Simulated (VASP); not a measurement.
# BiS2 (P1) in VASP: single point with PBEsol

Aim: the single point of BiS2 with PBEsol.

Program: VASP 6.6.1. These are calculated values, not measurements. Logs are shortened: lines on timing, memory, paths and dates and some standing lists are left out, and cuts for length are marked.

## (1) The cell of the first run

The typed cell holds 6 atoms: a = 5.617 Å, b = 6.638 Å, c = 4.151 Å, α = 79.23°, β = 101.96°, γ = 85.16°.

## (2) Single point, PBEsol

Contents of INCAR:

```
SYSTEM = BiS2
PREC     = Accurate       ! precision mode
ENCUT    = 520            ! plane-wave cutoff, eV
EDIFF    = 1E-6           ! SCF threshold, eV
ISMEAR   = -1             ! smearing method
SIGMA    = 0.05           ! smearing width, eV
LREAL    = .FALSE.        ! projectors in reciprocal space
LASPH    = .TRUE.         ! aspherical terms in the spheres
NELM     = 100            ! most SCF steps
ALGO     = Normal         ! electronic algorithm
ISIF     = 2              ! what is computed and relaxed
LWAVE    = .FALSE.        ! write WAVECAR
LCHARG   = .FALSE.        ! write CHGCAR
GGA      = PS             ! functional
NBANDS   = 36             ! bands
```

Contents of KPOINTS:

```
Automatic mesh
0
G
  4 4 4
  0 0 0
```

Contents of POSCAR:

```
BiS2
1.0
    5.5758351068      0.2895005401     -0.6170327578
    0.2887635514      6.6043515542      0.6061295110
   -0.4340118828      0.4216684120      4.1070366017
Bi S
2 4
Direct
    0.3942287998      0.4577204659      0.4792206708
   -0.0449651074      0.0296060221      0.0106009813
    0.6859105098      0.6304192977      0.0014870669
    0.9078259696      0.3789362119      0.3334230328
    0.3989830883      0.1730269265      0.0381835610
    0.1685057577      0.8180407897      0.5931072843
```

Potentials or basis: VASP PAW PBE potentials, release 64 (Bi_d, S).

On the command line:

```
cat potpaw_PBE.64/Bi_d/POTCAR potpaw_PBE.64/S/POTCAR > POTCAR
mpirun -np 1 vasp_std > vasp.out
```

OUTCAR:

```text
SYSTEM = BiS2
   PREC = Accurate
   ENCUT = 520
   EDIFF = 1E-6
   ISMEAR = -1
   LREAL = .FALSE.
   LASPH = .TRUE.
   NELM = 100
   ISIF = 2
   GGA = PS

 ion  position               nearest neighbor table
   1  0.394  0.458  0.479-   5 2.70   6 2.78   4 2.79   5 2.87   3 2.91   3 2.96   4 3.09
   2  0.955  0.030  0.011-   6 2.55   5 2.73   6 2.81   4 2.91   3 3.16   5 3.22   4 3.24
   3  0.686  0.630  0.001-   4 2.08   1 2.91   1 2.96   2 3.16
   4  0.908  0.379  0.333-   3 2.08   1 2.79   2 2.91   1 3.09   2 3.24
   5  0.399  0.173  0.038-   1 2.70   2 2.73   1 2.87   2 3.22
   6  0.169  0.818  0.593-   2 2.55   1 2.78   2 2.81

  LATTYP: Found a triclinic cell.
 ALAT       =     6.6383911322
 B/A-ratio  =     1.3634180557
 C/A-ratio  =     0.6253587079
 COS(alpha) =     0.0084323386
 COS(beta)  =     0.1868361484
 COS(gamma) =     0.7858455573

  Lattice vectors:

 A1 = (  -0.2887635514,  -6.6043515542,  -0.6061295110)
 A2 = (  -5.8645986582,  -6.8938520943,   0.0109032468)
 A3 = (   0.4340118828,  -0.4216684120,  -4.1070366017)

Analysis of symmetry for initial positions (statically):
=====================================================================
 Subroutine PRICEL returns:
 Original cell was already a primitive cell.

 Routine SETGRP: Setting up the symmetry group for a
 triclinic supercell.

 Subroutine GETGRP returns: Found  1 space group operations
 (whereof  1 operations were pure point group operations)
 out of a pool of  2 trial point group operations.

The static configuration has the point symmetry C_1 .

Analysis of symmetry for dynamics (positions and initial velocities):
=====================================================================
 Subroutine PRICEL returns:
 Original cell was already a primitive cell.

 Routine SETGRP: Setting up the symmetry group for a
 triclinic supercell.

 Subroutine GETGRP returns: Found  1 space group operations
 (whereof  1 operations were pure point group operations)
 out of a pool of  2 trial point group operations.

The dynamic configuration has the point symmetry C_1 .

 Subroutine INISYM returns: Found  1 space group operations
 (whereof  1 operations are pure point group operations),
 and found     1 'primitive' translations

----------------------------------------------------------------------------------------

                                     Primitive cell

  volume of cell :     147.5523

  direct lattice vectors                    reciprocal lattice vectors
     5.575835107  0.289500540 -0.617032758     0.182096266 -0.009820447  0.020251321
     0.288763551  6.604351554  0.606129511    -0.009821414  0.153385309 -0.016785911
    -0.434011883  0.421668412  4.107036602     0.028807245 -0.024112495  0.249004395

  length of vectors
     5.617337192  6.638391132  4.151375701     0.183481899  0.154613324  0.251822276

  position of ions in fractional coordinates (direct lattice)
     0.394228800  0.457720466  0.479220671
     0.955034893  0.029606022  0.010600981
     0.685910510  0.630419298  0.001487067
     0.907825970  0.378936212  0.333423033
     0.398983088  0.173026927  0.038183561
     0.168505758  0.818040790  0.593107284

  ion indices of the primitive-cell ions
   primitive index   ion index
                 1           1
                 2           2
                 3           3
                 4           4
                 5           5
                 6           6

----------------------------------------------------------------------------------------

 KPOINTS: Automatic mesh

Automatic generation of k-mesh.
 Grid dimensions read from file:
 generate k-points for:    4    4    4

 Generating k-lattice:

  Cartesian coordinates                     Fractional coordinates (reciprocal lattice)
     0.045524067 -0.002455112  0.005062830     0.250000000  0.000000000  0.000000000
    -0.002455354  0.038346327 -0.004196478     0.000000000  0.250000000  0.000000000
     0.007201811 -0.006028124  0.062251099     0.000000000 -0.000000000  0.250000000

  Length of vectors
     0.045870475  0.038653331  0.062955569

  Shift w.r.t. Gamma in fractional coordinates (k-lattice)
     0.000000000  0.000000000  0.000000000

 Subroutine IBZKPT returns following result:
 ===========================================

 Found     36 irreducible k-points:

 Following reciprocal coordinates:
            Coordinates               Weight
  0.000000  0.000000  0.000000      1.000000
  0.250000  0.000000 -0.000000      2.000000
  0.500000  0.000000 -0.000000      1.000000
 -0.000000  0.250000  0.000000      2.000000
  0.250000  0.250000  0.000000      2.000000
  0.500000  0.250000 -0.000000      2.000000
[... 16 lines left out ...]
  0.000000 -0.250000  0.250000      2.000000
  0.250000 -0.250000  0.250000      2.000000
 [... further k-points ...]
   k-points           NKPTS =     36   k-points in BZ     NKDIM =     36   number of bands    NBANDS=     36
   number of dos      NEDOS =    301   number of ions     NIONS =      6
   total plane-waves  NPLWV =  67200
   dimension x,y,z NGX =    42 NGY =   50 NGZ =   32
   dimension x,y,z NGXF=    84 NGYF=  100 NGZF=   64
   ions per type =               2   4
   NGX,Y,Z   is equivalent  to a cutoff of  12.43, 12.52, 12.81 a.u.
   NGXF,Y,Z  is equivalent  to a cutoff of  24.86, 25.04, 25.63 a.u.
 SYSTEM =  BiS2
   PREC   = accura    normal or accurate (medium, high low for compatibility)
   ISTART =      0    job   : 0-new  1-cont  2-samecut
   ICHARG =      2    charge: 1-file 2-atom 10-const
   ISPIN  =      1    spin polarized calculation?
   LNONCOLLINEAR =      F non collinear calculations
   LSORBIT =      F    spin-orbit coupling
   LASPH  =      T    aspherical Exc in radial PAW
   ENCUT  =  520.0 eV  38.22 Ry    6.18 a.u.  10.44 12.34  7.72*2*pi/ulx,y,z
   NELM   =    100;   NELMIN=  2; NELMDL= -5     # of ELM steps
   EDIFF  = 0.1E-05   stopping-criterion for ELM
   LREAL  =      F    real-space projection
   EDIFFG = 0.1E-04   stopping-criterion for IOM
   NSW    =      0    number of steps for IOM
   IBRION =     -1    ionic relax: 0-MD 1-quasi-New 2-CG
   NFREE  =      0    steps in history (QN), initial steepest desc. (CG)
   ISIF   =      2    stress and relaxation
   ISYM   =      2    0-nonsym 1-usesym 2-fastsym
   POTIM  = 0.5000    time-step for ionic-motion
   TEBEG  =    0.0;   TEEND  =   0.0 temperature during run
   PSTRESS=    0.0 pullay stress
   NELECT =      54.0000    total number of electrons
   NUPDOWN=      -1.0000    fix difference up-down
   EMIN   =  10.00;   EMAX   =-10.00  energy-range for DOS
   EFERMI =   0.00;   METHOD = LEGACY
   ISMEAR =    -1;   SIGMA  =   0.05  broadening in eV -4-tet -1-fermi 0-gaus
   EFERMI_NEDOS =   21; number of points for ismear=-14 and -15
   IALGO  =     38    algorithm
   IMIX   =      4    mixing-type and parameters
     AMIX     =   0.40;   BMIX     =  1.00
     AMIX_MAG =   1.60;   BMIX_MAG =  1.00
  volume/ion in A,a.u.               =      24.59       165.96
  Fermi-wavevector in a.u.,A,eV,Ry     =   1.171001  2.212872 18.656909  1.371244
  Thomas-Fermi vector in A             =   2.307452
   LORBIT       =      0    0 simple, 1 ext, 2 COOP (PROOUT), +10 PAW based schemes
   GGA     = PS    functional components
   LHFCALC =     F    Hartree Fock is set to
   AEXX    =    0.0000 exact exchange contribution
   IVDW    =     0    specifies the selected vdW correction
   LEPSILON=     F    determine dielectric tensor
   LRPA    =     F    only Hartree local field effects (RPA)
 non-spin polarized calculation
  energy-cutoff  :      520.00
  volume of cell :      147.55
 maximum number of plane-waves:      4003
 NGX is ok and might be reduce to    42
   NGX = 21   NGY = 25   NGZ = 15

 number of electron      53.9999991 magnetization

 Free energy of the ion-electron system (eV)
  ---------------------------------------------------
  ext. energy  EPLUGINS =         0.00000000
  ---------------------------------------------------
  free energy    TOTEN  =       -27.34601887 eV

  energy without entropy =      -27.34601557  energy(sigma->0) =      -27.34601722

 E-fermi :   5.7623     XC(G=0):  -9.7913

 val. band max:        5.2658592799   @ k =   0.5000   0.0000   0.5000
 cond. band min:       6.2335776130   @ k =   0.5000   0.5000   0.0000
 fundamental gap:      0.9677183331
 Fermi energy:         5.7623476440

 k-point     1 :       0.0000    0.0000    0.0000
  band No.  band energies     occupation
      1     -17.7115      2.00000
      2     -17.7104      2.00000
      3     -17.7021      2.00000
      4     -17.6839      2.00000
      5     -17.6587      2.00000
      6     -17.6010      2.00000
[... 28 lines left out ...]
     35      11.0126      0.00000
     36      12.0807      0.00000

 k-point     2 :       0.2500    0.0000   -0.0000
  band No.  band energies     occupation
      1     -17.7116      2.00000
      2     -17.7101      2.00000
      3     -17.7011      2.00000
      4     -17.6830      2.00000
      5     -17.6586      2.00000
      6     -17.6000      2.00000
[... 28 lines left out ...]
     35      11.1953      0.00000
     36      12.0620      0.00000

 k-point     3 :       0.5000    0.0000   -0.0000
  band No.  band energies     occupation
      1     -17.7117      2.00000
      2     -17.7098      2.00000
      3     -17.7001      2.00000
      4     -17.6822      2.00000
      5     -17.6585      2.00000
      6     -17.5991      2.00000
[... 28 lines left out ...]
     35      11.3622      0.00000
     36      12.2052      0.00000

 k-point     4 :      -0.0000    0.2500    0.0000
  band No.  band energies     occupation
      1     -17.7115      2.00000
      2     -17.7102      2.00000
      3     -17.7017      2.00000
      4     -17.6832      2.00000
      5     -17.6586      2.00000
      6     -17.6011      2.00000
[... 28 lines left out ...]
     35      11.1630      0.00000
     36      11.9918      0.00000

 k-point     5 :       0.2500    0.2500    0.0000
  band No.  band energies     occupation
      1     -17.7117      2.00000
      2     -17.7101      2.00000
      3     -17.7014      2.00000
      4     -17.6831      2.00000
      5     -17.6585      2.00000
      6     -17.5999      2.00000
[... 655 lines left out ...]
 k-point    22 :      -0.2500    0.5000    0.2500
  band No.  band energies     occupation
      1     -17.7210      2.00000
      2     -17.7016      2.00000
      3     -17.6964      2.00000
      4     -17.6801      2.00000
      5     -17.6606      2.00000
      6     -17.5945      2.00000
[... 28 lines left out ...]
     35      11.3928      0.00000
     36      12.1634      0.00000

 k-point    23 :       0.0000   -0.2500    0.2500
  band No.  band energies     occupation
      1     -17.7209      2.00000
      2     -17.7020      2.00000
      3     -17.6966      2.00000
      4     -17.6804      2.00000
      5     -17.6607      2.00000
      6     -17.5961      2.00000
[... 28 lines left out ...]
     35      11.3818      0.00000
     36      11.9519      0.00000

 k-point    24 :       0.2500   -0.2500    0.2500
  band No.  band energies     occupation
      1     -17.7212      2.00000
      2     -17.7016      2.00000
      3     -17.6967      2.00000
      4     -17.6802      2.00000
      5     -17.6605      2.00000
      6     -17.5949      2.00000
[... 28 lines left out ...]
     35      11.2949      0.00000
     36      11.7605      0.00000

 [... further k-points ...]

------------------------ aborting loop because EDIFF is reached ----------------------------------------

  FORCE on cell =-STRESS in cart. coord.  units (eV):
  Direction    XX          YY          ZZ          XY          YZ          ZX
  --------------------------------------------------------------------------------------
  -------------------------------------------------------------------------------------
  Total       -0.0438294     -0.0649670     -0.0771209      0.0512489      0.0773146     -0.0420732
  in kB       -0.4759159     -0.7054359     -0.8374067      0.5564797      0.8395104     -0.4568463
  external PRESSURE =      -0.6729195 kB  Pullay stress =       0.0000000 kB

 VOLUME and BASIS-vectors are now :
 -----------------------------------------------------------------------------
  energy-cutoff  :      520.00
  volume of cell :      147.55
      direct lattice vectors                 reciprocal lattice vectors
     5.575835107  0.289500540 -0.617032758     0.182096266 -0.009820447  0.020251321
     0.288763551  6.604351554  0.606129511    -0.009821414  0.153385309 -0.016785911
    -0.434011883  0.421668412  4.107036602     0.028807245 -0.024112495  0.249004395

 POSITION                                       TOTAL-FORCE (eV/Angst)
 -----------------------------------------------------------------------------------
      2.12234      3.33915      2.00236         0.006995     -0.000354     -0.001883
      5.32907      0.47648     -0.52780         0.000633     -0.001570      0.010018
      4.00592      4.36271     -0.03501         0.045288     -0.060125      0.043741
      5.02660      2.90604      1.03891        -0.044329      0.058304     -0.043707
      2.25806      1.27434      0.01551        -0.000796     -0.003983      0.001456
      0.91837      5.70151      2.82778        -0.007792      0.007729     -0.009625
 -----------------------------------------------------------------------------------
    total drift:                                0.000578     -0.000106     -0.000091

  FREE ENERGIE OF THE ION-ELECTRON SYSTEM (eV)
  ---------------------------------------------------
  free  energy   TOTEN  =       -27.3460188660 eV

  energy  without entropy=      -27.3460155707  energy(sigma->0) =      -27.34601722
```

Wall time 78 s (1 thread of Intel Xeon 6975P-C (Granite Rapids), shared host); peak memory 0.32 GiB.

What came out:

```
Free energy            : -27.3460 eV
Pressure               : -0.1 GPa
Largest force          : 0.087 eV/Å
Band gap on the k mesh : 0.97 eV (least direct gap 1.22 eV)
```

Forces in eV/Å, atoms in the order of the input:
```
Bi   0.007  0.000 -0.002
Bi   0.001 -0.002  0.010
S    0.045 -0.060  0.044
S   -0.044  0.058 -0.044
S   -0.001 -0.004  0.001
S   -0.008  0.008 -0.010
```

Stress tensor (GPa, compression positive):
```
-0.05  0.06 -0.05
 0.06 -0.07  0.08
-0.05  0.08 -0.08
```

Levels at points of the mesh, in eV from the valence-band top:
```csv
k point,band 23,band 24,band 25,band 26,band 27,band 28,band 29,band 30,band 31,band 32
"(0.00, 0.00, 0.00)",-2.14,-1.62,-1.16,-0.33,-0.04,1.18,2.33,2.55,2.86,3.20
"(0.50, 0.00, 0.00)",-2.00,-1.58,-1.41,-0.48,-0.41,1.47,1.81,2.12,2.58,3.10
"(0.00, 0.50, 0.00)",-2.17,-2.12,-1.13,-0.76,-0.28,1.28,1.68,2.60,2.75,3.37
"(0.50, 0.50, 0.00)",-1.89,-1.71,-1.54,-0.99,-0.50,0.97,1.83,2.42,2.79,2.88
"(0.00, 0.00, 0.50)",-2.49,-2.02,-1.71,-1.05,-0.38,1.44,2.66,3.15,3.64,4.21
"(0.50, 0.00, 0.50)",-1.97,-1.52,-0.86,-0.40,0.00,1.60,1.97,2.42,2.60,3.62
"(0.00, 0.50, 0.50)",-2.38,-2.07,-1.38,-0.73,-0.14,1.97,2.20,2.65,2.71,4.15
"(0.50, 0.50, 0.50)",-2.12,-1.59,-1.11,-0.88,-0.49,1.24,1.63,2.98,3.01,3.79
```

Caveat: the PAW data sets were made with another functional, which shifts forces and pressure a little; spin-orbit coupling is left out, which moves the levels of the heavy elements. A k mesh can miss the band edges.
